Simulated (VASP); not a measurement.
A run of VASP 6.6.1 is set up as follows.

File INCAR:

```
  ALGO = Normal
  EDIFF = 1E-6
  EDIFFG = -0.01
  ENCUT = 600
  GGA = PE
  IBRION = 2
  ISIF = 3
  ISMEAR = 0
  LASPH = T
  LCHARG = F
  LREAL = F
  LWAVE = F
  NELM = 100
  NSW = 100
  PREC = Accurate
  SIGMA = 0.1
```

KPOINTS

```
k-points
0
Gamma
  12 12 4
```

File POSCAR:

```
KLi2H6
1.0
    5.1077786315      0.0000000000      0.0000000000
   -2.5538893158      4.4234660518      0.0000000000
    0.0000000000      0.0000000000      8.8179173828
K Li H
1 2 6
Direct
    0.0000000000      0.0000000000      0.3719866529
    0.3333333333      0.6666666667      0.6498604594
    0.6666666667      0.3333333333      0.6498604594
    0.1956773888      0.0000000000      0.0311107747
    0.0000000000      0.1956773888      0.0311107747
    0.8043226112      0.8043226112      0.0311107747
    0.8043226112      0.0000000000      0.0311107747
    0.0000000000      0.8043226112      0.0311107747
    0.1956773888      0.1956773888      0.0311107747
```

Potentials or basis: VASP PAW PBE potentials, release 64 (K_sv, Li_sv, H).

Command:

```console
$ cat potpaw_PBE.64/K_sv/POTCAR potpaw_PBE.64/Li_sv/POTCAR potpaw_PBE.64/H/POTCAR > POTCAR
$ mpirun -np 1 vasp_std > vasp.out
```

**Question.** Estimate the space group after relaxing (to 0.1 Å).

**Answer.** P6mm (No. 183).

**Question.** What does it give for the relaxed cell?

**Answer.** a = 4.994 Å, b = 4.994 Å, c = 9.021 Å, α = 90.00°, β = 90.00°, γ = 120.00°.

Final structure:
```yaml
crystal:
  lattice:
    - [4.99361, 0.00000, 0.00000]
    - [-2.49681, 4.32460, 0.00000]
    - [0.00000, 0.00000, 9.02143]
  atoms:
    - { symbol: K, position: [0.00000, 0.00000, 0.36975] }
    - { symbol: Li, position: [0.33333, 0.66667, 0.65184] }
    - { symbol: Li, position: [0.66667, 0.33333, 0.65184] }
    - { symbol: H, position: [0.20003, 0.00000, 0.03082] }
    - { symbol: H, position: [0.00000, 0.20003, 0.03082] }
    - { symbol: H, position: [0.79997, 0.79997, 0.03082] }
    - { symbol: H, position: [0.79997, 0.00000, 0.03082] }
    - { symbol: H, position: [0.00000, 0.79997, 0.03082] }
    - { symbol: H, position: [0.20003, 0.20003, 0.03082] }
```
